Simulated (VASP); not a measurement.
Input of a VASP 6.6.1 run:

Contents of INCAR:

```
SYSTEM = In3Se
ALGO = Normal ; EDIFF = 1E-6
ENCUT = 520 ; GGA = PS
ISIF = 2 ; ISMEAR = 0
LASPH = .True. ; LCHARG = .False.
LREAL = .False. ; LWAVE = .False.
NBANDS = 30 ; NELM = 80
PREC = Accurate ; SIGMA = 0.1
```

Contents of KPOINTS:

```
k-points
0
Gamma
  10 10 10
  0 0 0
```

File POSCAR:

```
In3Se
1.0
    4.6684208680      0.0000000000      0.0000000000
    0.0000000000      4.6684208680      0.0000000000
    0.0000000000      0.0000000000      4.6684208680
In Se
3 1
Direct
    0.0000000000      0.5000000000      0.5000000000
    0.5000000000      0.0000000000      0.5000000000
    0.5000000000      0.5000000000      0.0000000000
    0.0000000000      0.0000000000      0.0000000000
```

Potentials or basis: VASP PAW PBE potentials, release 64 (In_d, Se).

Run with:

```sh
$ cat potpaw_PBE.64/In_d/POTCAR potpaw_PBE.64/Se/POTCAR > POTCAR
$ mpirun -np 1 vasp_std > vasp.out
```

(1) What does it give for the band gap on the k mesh?

(2) Estimate the pressure.

## Answers

(1) zero (an odd number of electrons rules out a gap without spin polarisation).

(2) 0.0 GPa.

Caveat: the PAW data sets were made with another functional, which shifts forces and pressure a little; spin-orbit coupling is left out, which moves the levels of the heavy elements.
